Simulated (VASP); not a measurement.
Pb:

```xyz
4
Lattice="3.5244 0.0000 0.0000 -1.7622 3.0522 0.0000 0.0000 0.0000 11.4952" Properties=species:S:1:pos:R:3 pbc="T T T"
Pb    0.0000    0.0000    0.0000
Pb    0.0000    2.0348    2.8738
Pb    0.0000    0.0000    5.7476
Pb    1.7622    1.0174    8.6214
```

This isn't the form of Pb at room conditions, which is fcc.

* Program: VASP 6.6.1
* Task: relaxation of cell and atoms
* Functional: PBE
* Potentials or basis: VASP PAW PBE potentials, release 64 (Pb_d)
* Cutoff: 600 eV
* k mesh: 15 × 15 × 4
* Occupations: gaussian, width 0.1 eV
* Spin: no spin polarisation

At the start: pressure 1.4 GPa; volume 30.91 Å³/atom.

Q: How do energy, volume and symmetry change on relaxing?

A: Over 3 steps the energy falls by 4.3 meV/atom and the volume is 31.92 Å³/atom (+3.3 %); space group P6_3/mmc (No. 194, to 0.1 Å) before and after.

Step by step:
| step | energy change (eV) | largest force (eV/Å) | pressure (GPa) | volume (Å³) |
| --- | --- | --- | --- | --- |
| 1 | 0.0000 | 0.0000 | 1.40 | 123.65 |
| 2 | -0.0165 | 0.0000 | -0.27 | 128.55 |
| 3 | -0.0173 | 0.0000 | 0.00 | 127.69 |

Final structure:
```
CELL_PARAMETERS angstrom
3.55999 0.00000 0.00000
-1.78000 3.08305 0.00000
0.00000 0.00000 11.63380
ATOMIC_POSITIONS crystal
Pb 0.00000 0.00000 0.00000
Pb 0.33333 0.66667 0.25000
Pb 0.00000 0.00000 0.50000
Pb 0.66667 0.33333 0.75000
```
